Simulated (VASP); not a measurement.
Input of a VASP 6.6.1 run:

File INCAR:

```
SYSTEM = F
  PREC = Accurate
  ENCUT = 910
  EDIFF = 1E-6
  ISMEAR = 0
  SIGMA = 0.05
  LREAL = .FALSE.
  LASPH = .TRUE.
  NELM = 120
  ALGO = Normal
  ISIF = 2
  LWAVE = .FALSE.
  LCHARG = .TRUE.
  GGA = PS
  LELF = .TRUE.
  LVHAR = .TRUE.
  NBANDS = 14
  GGA_COMPAT = .FALSE.
  NELMDL = -8
```

KPOINTS

```
regular mesh
0
G
  1 1 1
  0 0 0
```

Contents of POSCAR:

```
F
1.0
    9.0000000000      0.0000000000      0.0000000000
    0.0000000000      9.5000000000      0.0000000000
    0.0000000000      0.0000000000     10.0000000000
F
2
Direct
    0.5000000000      0.5000000000      0.4301054758
    0.5000000000      0.5000000000      0.5698945242
```

Potentials or basis: VASP PAW PBE potentials, release 64 (F_h).

Command:

```sh
$ cat potpaw_PBE.64/F_h/POTCAR > POTCAR
$ mpirun -np 1 vasp_gam > vasp.out
```

Q: Estimate the largest force.

A: 0.041 eV/Å.

Q: Predict the gap between the frontier levels.

A: 3.74 eV.

Forces on the atoms (eV/Å):
```
F    0.000  0.000 -0.041
F    0.000  0.000  0.041
```

Caveat: the PAW data sets were made with another functional, which shifts forces and pressure a little.
